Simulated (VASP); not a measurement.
# Zr2HS4 in VASP: notebook

Zr2HS4 is run at these levels: PBE+D3(BJ); tasks: single point.

All numbers are computed with VASP 6.6.1; they aren't measurements. Logs are shortened: lines on timing, memory, paths and dates and some standing lists are left out, and cuts for length are marked.

## Step 1: The cell of the first run

The cell holds a slab with vacuum, 14 atoms: a = 7.298 Å, b = 7.298 Å, c = 20.917 Å, α = 90.00°, β = 90.00°, γ = 120.00°.

## Step 2: Single point, PBE+D3(BJ)

Input file INCAR:

```
SYSTEM = Zr2HS4
ALGO     = Normal         ! electronic algorithm
DIPOL    = 0.5 0.5 0.291
EDIFF    = 1E-6           ! SCF threshold, eV
ENCUT    = 400            ! plane-wave cutoff, eV
GGA      = PE             ! functional
GGA_COMPAT= .False.      
IDIPOL   = 3            
ISIF     = 2              ! what is computed and relaxed
ISMEAR   = 0              ! smearing method
IVDW     = 12             ! dispersion correction
LASPH    = .True.         ! aspherical terms in the spheres
LCHARG   = .False.        ! write CHGCAR
LDIPOL   = .True.       
LREAL    = .False.        ! projectors in reciprocal space
LWAVE    = .False.        ! write WAVECAR
NBANDS   = 62             ! bands
NELM     = 120            ! most SCF steps
NELMDL   = -8           
PREC     = Accurate       ! precision mode
SIGMA    = 0.05           ! smearing width, eV
```

Input file KPOINTS:

```
k-points
0
Gamma
  6 6 1
  0 0 0
```

Input file POSCAR:

```
Zr2HS4
1.0
    7.2976778227      0.0000000000      0.0000000000
   -3.6488389114      6.3199743831      0.0000000000
    0.0000000000      0.0000000000     20.9171506047
S Zr H
8 4 2
Direct
    0.3333333333      0.1666666667      0.1912306354
    0.3333333333      0.6666666667      0.1912306354
    0.8333333333      0.1666666667      0.1912306354
    0.8333333333      0.6666666667      0.1912306354
    0.1666666667      0.3333333333      0.3306927762
    0.1666666667      0.8333333333      0.3306927762
    0.6666666667      0.3333333333      0.3306927762
    0.6666666667      0.8333333333      0.3306927762
    0.0000000000      0.0000000000      0.2609617058
    0.0000000000      0.5000000000      0.2609617058
    0.5000000000      0.0000000000      0.2609617058
    0.5000000000      0.5000000000      0.2609617058
    0.3803136712      0.7606273424      0.4741157528
    0.4530196621      0.9060393242      0.4741157528
```

Potentials or basis: VASP PAW PBE potentials, release 64 (S, Zr_sv, H).

Launch:

```console
> cat potpaw_PBE.64/S/POTCAR potpaw_PBE.64/Zr_sv/POTCAR potpaw_PBE.64/H/POTCAR > POTCAR
> mpirun -np 1 vasp_std > vasp.out
```

OUTCAR:

```text
SYSTEM = Zr2HS4
   EDIFF = 1E-6
   ENCUT = 400
   GGA = PE
   ISIF = 2
   ISMEAR = 0
   IVDW = 12
   LASPH = .True.
   LREAL = .False.
   NELM = 120
   NELMDL = -8
   PREC = Accurate
 IVDW          = 12

 ion  position               nearest neighbor table
   1  0.333  0.167  0.191-   9 2.56  12 2.56  11 2.56
   2  0.333  0.667  0.191-  10 2.56  11 2.56  12 2.56
   3  0.833  0.167  0.191-  11 2.56  10 2.56   9 2.56
   4  0.833  0.667  0.191-  12 2.56   9 2.56  10 2.56
   5  0.167  0.333  0.331-  12 2.56   9 2.56  10 2.56
   6  0.167  0.833  0.331-  11 2.56  10 2.56   9 2.56
   7  0.667  0.333  0.331-  10 2.56  11 2.56  12 2.56
   8  0.667  0.833  0.331-   9 2.56  12 2.56  11 2.56
   9  0.000  0.000  0.261-   1 2.56   8 2.56   5 2.56   4 2.56   6 2.56   3 2.56  12 3.65  12 3.65
                            11 3.65  11 3.65  10 3.65  10 3.65
  10  0.000  0.500  0.261-   2 2.56   7 2.56   6 2.56   3 2.56   4 2.56   5 2.56  11 3.65  11 3.65
                            12 3.65  12 3.65   9 3.65   9 3.65
  11  0.500  0.000  0.261-   3 2.56   6 2.56   2 2.56   7 2.56   1 2.56   8 2.56  10 3.65  10 3.65
                             9 3.65   9 3.65  12 3.65  12 3.65
  12  0.500  0.500  0.261-   4 2.56   5 2.56   1 2.56   8 2.56   7 2.56   2 2.56   9 3.65   9 3.65
                            10 3.65  10 3.65  11 3.65  11 3.65
  13  0.380  0.761  0.474-
  14  0.453  0.906  0.474-

  LATTYP: Found a hexagonal cell.
 ALAT       =     7.2976778227
 C/A-ratio  =     2.8662748771

  Lattice vectors:

 A1 = (   7.2976778227,   0.0000000000,   0.0000000000)
 A2 = (  -3.6488389114,   6.3199743831,   0.0000000000)
 A3 = (   0.0000000000,   0.0000000000,  20.9171506047)

Analysis of symmetry for initial positions (statically):
=====================================================================
 Subroutine PRICEL returns:
 Original cell was already a primitive cell.

 Routine SETGRP: Setting up the symmetry group for a
 hexagonal supercell.

 Subroutine GETGRP returns: Found  2 space group operations
 (whereof  2 operations were pure point group operations)
 out of a pool of 24 trial point group operations.

The static configuration has the point symmetry C_1h.

Analysis of symmetry for dynamics (positions and initial velocities):
=====================================================================
 Subroutine PRICEL returns:
 Original cell was already a primitive cell.

 Routine SETGRP: Setting up the symmetry group for a
 hexagonal supercell.

 Subroutine GETGRP returns: Found  2 space group operations
 (whereof  2 operations were pure point group operations)
 out of a pool of 24 trial point group operations.

The dynamic configuration has the point symmetry C_1h.

 Subroutine INISYM returns: Found  2 space group operations
 (whereof  2 operations are pure point group operations),
 and found     1 'primitive' translations

----------------------------------------------------------------------------------------

                                     Primitive cell

  volume of cell :     964.7228

  direct lattice vectors                    reciprocal lattice vectors
     7.297677823  0.000000000  0.000000000     0.137029891  0.079114245  0.000000000
    -3.648838911  6.319974383  0.000000000     0.000000000  0.158228489  0.000000000
     0.000000000  0.000000000 20.917150605     0.000000000  0.000000000  0.047807659

  length of vectors
     7.297677823  7.297677823 20.917150605     0.158228489  0.158228489  0.047807659

  position of ions in fractional coordinates (direct lattice)
     0.333333333  0.166666667  0.191230635
     0.333333333  0.666666667  0.191230635
     0.833333333  0.166666667  0.191230635
     0.833333333  0.666666667  0.191230635
     0.166666667  0.333333333  0.330692776
     0.166666667  0.833333333  0.330692776
     0.666666667  0.333333333  0.330692776
     0.666666667  0.833333333  0.330692776
     0.000000000  0.000000000  0.260961706
     0.000000000  0.500000000  0.260961706
     0.500000000  0.000000000  0.260961706
     0.500000000  0.500000000  0.260961706
     0.380313671  0.760627342  0.474115753
     0.453019662  0.906039324  0.474115753

[... 40 lines left out ...]

 Found     13 irreducible k-points:

 Following reciprocal coordinates:
            Coordinates               Weight
  0.000000  0.000000  0.000000      1.000000
  0.166667  0.000000  0.000000      4.000000
  0.000000  0.166667  0.000000      2.000000
  0.333333  0.000000  0.000000      4.000000
  0.000000  0.333333  0.000000      2.000000
  0.500000  0.000000  0.000000      2.000000
  0.000000  0.500000  0.000000      1.000000
  0.166667  0.166667  0.000000      4.000000
 -0.333333  0.166667  0.000000      2.000000
  0.333333  0.166667  0.000000      4.000000
 -0.166667  0.500000  0.000000      4.000000
  0.500000  0.333333  0.000000      4.000000
  0.333333  0.333333  0.000000      2.000000
   k-points           NKPTS =     13   k-points in BZ     NKDIM =     13   number of bands    NBANDS=     62
   number of dos      NEDOS =    301   number of ions     NIONS =     14
   total plane-waves  NPLWV = 322560
   dimension x,y,z NGX =    48 NGY =   48 NGZ =  140
   dimension x,y,z NGXF=    96 NGYF=   96 NGZF=  280
   ions per type =               8   4   2
   NGX,Y,Z   is equivalent  to a cutoff of  10.93, 10.93, 11.13 a.u.
   NGXF,Y,Z  is equivalent  to a cutoff of  21.87, 21.87, 22.25 a.u.
 SYSTEM =  Zr2HS4
   PREC   = accura    normal or accurate (medium, high low for compatibility)
   ISTART =      0    job   : 0-new  1-cont  2-samecut
   ICHARG =      2    charge: 1-file 2-atom 10-const
   ISPIN  =      1    spin polarized calculation?
   LNONCOLLINEAR =      F non collinear calculations
   LSORBIT =      F    spin-orbit coupling
   LASPH  =      T    aspherical Exc in radial PAW
   ENCUT  =  400.0 eV  29.40 Ry    5.42 a.u.  11.90 11.90 34.11*2*pi/ulx,y,z
   NELM   =    120;   NELMIN=  2; NELMDL= -8     # of ELM steps
   EDIFF  = 0.1E-05   stopping-criterion for ELM
   LREAL  =      F    real-space projection
   EDIFFG = 0.1E-04   stopping-criterion for IOM
   NSW    =      0    number of steps for IOM
   IBRION =     -1    ionic relax: 0-MD 1-quasi-New 2-CG
   NFREE  =      0    steps in history (QN), initial steepest desc. (CG)
   ISIF   =      2    stress and relaxation
   ISYM   =      2    0-nonsym 1-usesym 2-fastsym
   POTIM  = 0.5000    time-step for ionic-motion
   TEBEG  =    0.0;   TEEND  =   0.0 temperature during run
   PSTRESS=    0.0 pullay stress
   NELECT =      98.0000    total number of electrons
   NUPDOWN=      -1.0000    fix difference up-down
   EMIN   =  10.00;   EMAX   =-10.00  energy-range for DOS
   EFERMI =   0.00;   METHOD = LEGACY
   ISMEAR =     0;   SIGMA  =   0.05  broadening in eV -4-tet -1-fermi 0-gaus
   EFERMI_NEDOS =   21; number of points for ismear=-14 and -15
   IALGO  =     38    algorithm
   IMIX   =      4    mixing-type and parameters
     AMIX     =   0.40;   BMIX     =  1.00
     AMIX_MAG =   1.60;   BMIX_MAG =  1.00
  volume/ion in A,a.u.               =      68.91       465.02
  Fermi-wavevector in a.u.,A,eV,Ry     =   0.763864  1.443494  7.938838  0.583488
  Thomas-Fermi vector in A             =   1.863639
   LORBIT       =      0    0 simple, 1 ext, 2 COOP (PROOUT), +10 PAW based schemes
   GGA     = PE    functional components
   LHFCALC =     F    Hartree Fock is set to
   AEXX    =    0.0000 exact exchange contribution
   IVDW    =    12    specifies the selected vdW correction
   LEPSILON=     F    determine dielectric tensor
   LRPA    =     F    only Hartree local field effects (RPA)
 non-spin polarized calculation
 Gauss-broadening in eV      SIGMA  =   0.05
  energy-cutoff  :      400.00
  volume of cell :      964.72
 maximum number of plane-waves:     17598
   NGX = 23   NGY = 23   NGZ = 69

 dipolmoment           0.000000      0.000000      0.012467 electrons x Angstroem

 number of electron      98.0000015 magnetization

 dipolmoment           0.000000      0.000000     -0.004142 electrons x Angstroem

 Free energy of the ion-electron system (eV)
  ---------------------------------------------------
  ext. energy  EPLUGINS =         0.00000000
  ---------------------------------------------------
  free energy    TOTEN  =       -92.12153704 eV

  energy without entropy =      -92.12153704  energy(sigma->0) =      -92.12153704

 E-fermi :  -3.0145     XC(G=0):  -3.3519

 val. band max:       -3.2653221487   @ k =   0.0000   0.0000   0.0000
 cond. band min:      -2.1634704756   @ k =   0.0000   0.0000   0.0000
 fundamental gap:      1.1018516731
 Fermi energy:        -3.0144748201

 k-point     1 :       0.0000    0.0000    0.0000
  band No.  band energies     occupation
      1     -52.1213      2.00000
      2     -52.1025      2.00000
      3     -52.1008      2.00000
      4     -52.0993      2.00000
      5     -30.3045      2.00000
      6     -30.3032      2.00000
[... 821 lines left out ...]
     60       0.2929      0.00000
     61       0.3004      0.00000
 [bands above 61 left out]

------------------------ aborting loop because EDIFF is reached ----------------------------------------

 vacuum level on the upper side and lower side of the slab       (xc-potential included)        -0.127        -0.090

 Edisp (eV)   -3.03180

 E8    (eV) :    -1.3574

  FORCE on cell =-STRESS in cart. coord.  units (eV):
  Direction    XX          YY          ZZ          XY          YZ          ZX
  --------------------------------------------------------------------------------------
  -------------------------------------------------------------------------------------
  Total      -0.33272    -3.50089    -0.28173     0.00000    -0.00742     0.00000
  in kB      -0.55257    -5.81415    -0.46789     0.00000    -0.01232     0.00000
  external pressure =       -2.28 kB  Pullay stress =        0.00 kB

 VOLUME and BASIS-vectors are now :
 -----------------------------------------------------------------------------
  energy-cutoff  :      400.00
  volume of cell :      964.72
      direct lattice vectors                 reciprocal lattice vectors
     7.297677823  0.000000000  0.000000000     0.137029891  0.079114245  0.000000000
    -3.648838911  6.319974383  0.000000000     0.000000000  0.158228489  0.000000000
     0.000000000  0.000000000 20.917150605     0.000000000  0.000000000  0.047807659

 POSITION                                       TOTAL-FORCE (eV/Angst)
 -----------------------------------------------------------------------------------
      1.82442      1.05333      4.00000         0.001011      0.003602     -0.011444
     -0.00000      4.21332      4.00000         0.000000     -0.002087     -0.005916
      5.47326      1.05333      4.00000        -0.001011      0.003602     -0.011444
      3.64884      4.21332      4.00000         0.000000     -0.004702     -0.009504
      0.00000      2.10666      6.91715        -0.000000      0.004218      0.025813
     -1.82442      5.26665      6.91715        -0.003798      0.000868     -0.003953
      3.64884      2.10666      6.91715         0.000000     -0.003757      0.026087
      1.82442      5.26665      6.91715         0.003798      0.000868     -0.003953
      0.00000      0.00000      5.45858         0.000000     -0.015192      0.006987
     -1.82442      3.15999      5.45858         0.000892      0.015944     -0.000893
      3.64884      0.00000      5.45858         0.000000     -0.017065      0.010740
      1.82442      3.15999      5.45858        -0.000892      0.015944     -0.000893
     -0.00000      4.80715      9.91715        -0.000000      3.383288     -0.011365
     -0.00000      5.72615      9.91715         0.000000     -3.385531     -0.010264
 -----------------------------------------------------------------------------------
    total drift:                                0.000000     -0.000000      0.000553

  FREE ENERGIE OF THE ION-ELECTRON SYSTEM (eV)
  ---------------------------------------------------
  free  energy   TOTEN  =       -95.1533362889 eV

  energy  without entropy=      -95.1533362889  energy(sigma->0) =      -95.15333629

 vacuum level on the upper side and lower side of the slab         3.033         3.069
```

It took 15 min on 1 thread of Intel Xeon Platinum 8488C (Sapphire Rapids), shared host; peak memory 0.9 GiB.

Results:

```
Free energy                : -95.1533 eV
Largest force              : 3.386 eV/Å
Band gap on the k mesh     : 1.10 eV
Dispersion energy per atom : -0.217 eV
```

Forces in eV/Å, atoms in the order of the input:
```
S    0.001  0.004 -0.011
S    0.000 -0.002 -0.006
S   -0.001  0.004 -0.011
S    0.000 -0.005 -0.010
S    0.000  0.004  0.026
S   -0.004  0.001 -0.004
S    0.000 -0.004  0.026
S    0.004  0.001 -0.004
Zr   0.000 -0.015  0.007
Zr   0.001  0.016 -0.001
Zr   0.000 -0.017  0.011
Zr  -0.001  0.016 -0.001
H    0.000  3.383 -0.011
H    0.000 -3.386 -0.010
```

(Continued in part 2 of 2.)
